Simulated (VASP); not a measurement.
# Si2Mo (P6_222) in VASP: further runs, part 2 of 2

VASP 6.6.1.

## 3. Single point, LDA

Contents of INCAR:

```
ALGO = Normal
EDIFF = 1E-6
ENCUT = 520
ISIF = 2
ISMEAR = 0
LASPH = True
LCHARG = False
LREAL = False
LWAVE = False
NBANDS = 43
NELM = 100
PREC = Accurate
SIGMA = 0.01
```

Contents of KPOINTS:

```
k-points
0
Gamma
  9 9 6
```

Contents of POSCAR:

```
Si2Mo
1.0
    4.5505415691      0.0000000000      0.0000000000
   -2.2752707846      3.9408845998      0.0000000000
    0.0000000000      0.0000000000      6.5313770043
Si Mo
6 3
Direct
    0.1642264869      0.8357735131      0.8333333333
    0.3284529739      0.1642264869      0.1666666667
    0.8357735131      0.6715470261      0.5000000000
    0.8357735131      0.1642264869      0.8333333333
    0.6715470261      0.8357735131      0.1666666667
    0.1642264869      0.3284529739      0.5000000000
    0.5000000000      0.0000000000      0.5000000000
    0.0000000000      0.5000000000      0.1666666667
    0.5000000000      0.5000000000      0.8333333333
```

Potentials or basis: VASP PAW LDA potentials, release 64 (Si, Mo_sv).

Launch:

```bash
$ cat potpaw_LDA.64/Si/POTCAR potpaw_LDA.64/Mo_sv/POTCAR > POTCAR
$ mpirun -np 1 vasp_std > vasp.out
```

OUTCAR:

```text
EDIFF = 1E-6
   ENCUT = 520
   ISIF = 2
   ISMEAR = 0
   LASPH = True
   LREAL = False
   NELM = 100
   PREC = Accurate

 ion  position               nearest neighbor table
   1  0.164  0.836  0.833-   3 2.53   2 2.53   7 2.55   8 2.55   4 2.59   9 2.62   9 2.62   9 2.65
                             4 2.65   4 2.65   6 3.13   5 3.13
   2  0.328  0.164  0.167-   6 2.53   1 2.53   7 2.55   9 2.55   5 2.59   8 2.62   8 2.62   8 2.65
                             5 2.65   5 2.65   3 3.13   4 3.13
   3  0.836  0.672  0.500-   1 2.53   5 2.53   8 2.55   9 2.55   6 2.59   7 2.62   7 2.62   7 2.65
                             6 2.65   6 2.65   2 3.13   4 3.13
   4  0.836  0.164  0.833-   6 2.53   5 2.53   7 2.55   8 2.55   1 2.59   9 2.62   9 2.62   9 2.65
                             1 2.65   1 2.65   3 3.13   2 3.13
   5  0.672  0.836  0.167-   3 2.53   4 2.53   7 2.55   9 2.55   2 2.59   8 2.62   8 2.62   8 2.65
                             2 2.65   2 2.65   6 3.13   1 3.13
   6  0.164  0.328  0.500-   4 2.53   2 2.53   8 2.55   9 2.55   3 2.59   7 2.62   7 2.62   7 2.65
                             3 2.65   3 2.65   5 3.13   1 3.13
   7  0.500  0.000  0.500-   2 2.55   5 2.55   4 2.55   1 2.55   6 2.62   3 2.62   6 2.62   3 2.62
                             6 2.65   3 2.65   8 3.15   8 3.15   9 3.15   9 3.15
   8  0.000  0.500  0.167-   3 2.55   6 2.55   4 2.55   1 2.55   2 2.62   5 2.62   2 2.62   5 2.62
                             5 2.65   2 2.65   7 3.15   7 3.15   9 3.15   9 3.15
   9  0.500  0.500  0.833-   3 2.55   6 2.55   5 2.55   2 2.55   1 2.62   4 2.62   1 2.62   4 2.62
                             1 2.65   4 2.65   7 3.15   7 3.15   8 3.15   8 3.15

  LATTYP: Found a hexagonal cell.
 ALAT       =     4.5505415691
 C/A-ratio  =     1.4352966356

  Lattice vectors:

 A1 = (   4.5505415691,   0.0000000000,   0.0000000000)
 A2 = (  -2.2752707846,   3.9408845998,   0.0000000000)
 A3 = (   0.0000000000,   0.0000000000,   6.5313770043)

Analysis of symmetry for initial positions (statically):
=====================================================================
 Subroutine PRICEL returns:
 Original cell was already a primitive cell.

 Routine SETGRP: Setting up the symmetry group for a
 hexagonal supercell.

 Subroutine GETGRP returns: Found 12 space group operations
 (whereof  4 operations were pure point group operations)
 out of a pool of 24 trial point group operations.

The static configuration has the point symmetry D_2 .
 The point group associated with its full space group is D_6 .

Analysis of symmetry for dynamics (positions and initial velocities):
=====================================================================
 Subroutine PRICEL returns:
 Original cell was already a primitive cell.

 Routine SETGRP: Setting up the symmetry group for a
 hexagonal supercell.

 Subroutine GETGRP returns: Found 12 space group operations
 (whereof  4 operations were pure point group operations)
 out of a pool of 24 trial point group operations.

The dynamic configuration has the point symmetry D_2 .
 The point group associated with its full space group is D_6 .

 Subroutine INISYM returns: Found 12 space group operations
 (whereof  4 operations are pure point group operations),
 and found     1 'primitive' translations

----------------------------------------------------------------------------------------

                                     Primitive cell

[... 87 lines left out ...]
   number of dos      NEDOS =    301   number of ions     NIONS =      9
   total plane-waves  NPLWV =  64800
   dimension x,y,z NGX =    36 NGY =   36 NGZ =   50
   dimension x,y,z NGXF=    72 NGYF=   72 NGZF=  100
   ions per type =               6   3
   NGX,Y,Z   is equivalent  to a cutoff of  13.15, 13.15, 12.73 a.u.
   NGXF,Y,Z  is equivalent  to a cutoff of  26.30, 26.30, 25.45 a.u.
 SYSTEM =  unknown system
   PREC   = accura    normal or accurate (medium, high low for compatibility)
   ISTART =      0    job   : 0-new  1-cont  2-samecut
   ICHARG =      2    charge: 1-file 2-atom 10-const
   ISPIN  =      1    spin polarized calculation?
   LNONCOLLINEAR =      F non collinear calculations
   LSORBIT =      F    spin-orbit coupling
   LASPH  =      T    aspherical Exc in radial PAW
   ENCUT  =  520.0 eV  38.22 Ry    6.18 a.u.   8.46  8.46 12.14*2*pi/ulx,y,z
   NELM   =    100;   NELMIN=  2; NELMDL= -5     # of ELM steps
   EDIFF  = 0.1E-05   stopping-criterion for ELM
   LREAL  =      F    real-space projection
   EDIFFG = 0.1E-04   stopping-criterion for IOM
   NSW    =      0    number of steps for IOM
   IBRION =     -1    ionic relax: 0-MD 1-quasi-New 2-CG
   NFREE  =      0    steps in history (QN), initial steepest desc. (CG)
   ISIF   =      2    stress and relaxation
   ISYM   =      2    0-nonsym 1-usesym 2-fastsym
   POTIM  = 0.5000    time-step for ionic-motion
   TEBEG  =    0.0;   TEEND  =   0.0 temperature during run
   PSTRESS=    0.0 pullay stress
   NELECT =      66.0000    total number of electrons
   NUPDOWN=      -1.0000    fix difference up-down
   EMIN   =  10.00;   EMAX   =-10.00  energy-range for DOS
   EFERMI =   0.00;   METHOD = LEGACY
   ISMEAR =     0;   SIGMA  =   0.01  broadening in eV -4-tet -1-fermi 0-gaus
   EFERMI_NEDOS =   21; number of points for ismear=-14 and -15
   IALGO  =     38    algorithm
   IMIX   =      4    mixing-type and parameters
     AMIX     =   0.40;   BMIX     =  1.00
     AMIX_MAG =   1.60;   BMIX_MAG =  1.00
  volume/ion in A,a.u.               =      13.01        87.82
  Fermi-wavevector in a.u.,A,eV,Ry     =   1.352183  2.555256 24.876894  1.828400
  Thomas-Fermi vector in A             =   2.479543
   LORBIT       =      0    0 simple, 1 ext, 2 COOP (PROOUT), +10 PAW based schemes
   GGA     = CA    functional components
   LHFCALC =     F    Hartree Fock is set to
   AEXX    =    0.0000 exact exchange contribution
   IVDW    =     0    specifies the selected vdW correction
   LEPSILON=     F    determine dielectric tensor
   LRPA    =     F    only Hartree local field effects (RPA)
 non-spin polarized calculation
 Gauss-broadening in eV      SIGMA  =   0.01
  energy-cutoff  :      520.00
  volume of cell :      117.13
 maximum number of plane-waves:      3192
 NGX is ok and might be reduce to    36
   NGX = 17   NGY = 17   NGZ = 25

 number of electron      65.9999994 magnetization

 Free energy of the ion-electron system (eV)
  ---------------------------------------------------
  ext. energy  EPLUGINS =         0.00000000
  ---------------------------------------------------
  free energy    TOTEN  =       -77.21136736 eV

  energy without entropy =      -77.21136736  energy(sigma->0) =      -77.21136736

 E-fermi :  13.2332     XC(G=0): -12.6924

 val. band max:       13.1513195650   @ k =   0.4444   0.0000   0.5000
 cond. band min:      13.2989269311   @ k =   0.4444   0.0000   0.0000
 fundamental gap:      0.1476073660
 Fermi energy:        13.2332208629

 k-point     1 :       0.0000    0.0000    0.0000
  band No.  band energies     occupation
      1     -47.5754      2.00000
      2     -47.5405      2.00000
      3     -47.5405      2.00000
      4     -22.0312      2.00000
      5     -22.0279      2.00000
      6     -22.0279      2.00000
[... 1093 lines left out ...]
     42      16.6322      0.00000
     43      16.7040      0.00000

 [... further k-points ...]

------------------------ aborting loop because EDIFF is reached ----------------------------------------

  FORCE on cell =-STRESS in cart. coord.  units (eV):
  Direction    XX          YY          ZZ          XY          YZ          ZX
  --------------------------------------------------------------------------------------
  -------------------------------------------------------------------------------------
  Total        0.4648835      0.4648835      0.4953208     -0.0000000     -0.0000000      0.0000000
  in kB        6.3590631      6.3590631      6.7754102     -0.0000000     -0.0000000      0.0000000
  external PRESSURE =       6.4978454 kB  Pullay stress =       0.0000000 kB

 VOLUME and BASIS-vectors are now :
 -----------------------------------------------------------------------------
  energy-cutoff  :      520.00
  volume of cell :      117.13
      direct lattice vectors                 reciprocal lattice vectors
     4.550541569  0.000000000  0.000000000     0.219754063  0.126875068  0.000000000
    -2.275270785  3.940884600  0.000000000     0.000000000  0.253750135  0.000000000
     0.000000000  0.000000000  6.531377004     0.000000000  0.000000000  0.153107071

 POSITION                                       TOTAL-FORCE (eV/Angst)
 -----------------------------------------------------------------------------------
     -1.15429      3.29369      5.44281        -0.005349      0.003088     -0.000000
      1.12098      0.64720      1.08856        -0.005349     -0.003088     -0.000000
      2.27527      2.64649      3.26569        -0.000000      0.006176     -0.000000
      3.42956      0.64720      5.44281         0.005349     -0.003088     -0.000000
      1.15429      3.29369      1.08856         0.005349      0.003088     -0.000000
     -0.00000      1.29440      3.26569         0.000000     -0.006176     -0.000000
      2.27527      0.00000      3.26569         0.000000     -0.000000     -0.000000
     -1.13764      1.97044      1.08856         0.000000     -0.000000      0.000000
      1.13764      1.97044      5.44281         0.000000      0.000000      0.000000
 -----------------------------------------------------------------------------------
    total drift:                               -0.000000     -0.000000      0.000001

  FREE ENERGIE OF THE ION-ELECTRON SYSTEM (eV)
  ---------------------------------------------------
  free  energy   TOTEN  =       -77.2113673649 eV

  energy  without entropy=      -77.2113673649  energy(sigma->0) =      -77.21136736
```

Run time: 4.5 min. Hardware: 1 thread of Intel Xeon 8259CL, shared host; peak memory 0.32 GiB.

Results:

- Free energy: -77.2114 eV
- Pressure: 0.6 GPa
- Largest force: 0.006 eV/Å
- Band gap on the k mesh: 0.15 eV (least direct gap 0.58 eV)

Forces in eV/Å, atoms in the order of the input:
```
Si  -0.005  0.003  0.000
Si  -0.005 -0.003  0.000
Si   0.000  0.006  0.000
Si   0.005 -0.003  0.000
Si   0.005  0.003  0.000
Si   0.000 -0.006  0.000
Mo   0.000  0.000  0.000
Mo   0.000  0.000  0.000
Mo   0.000  0.000  0.000
```

Caveat: an odd mesh through Γ misses points on the zone boundary, where band edges can lie.
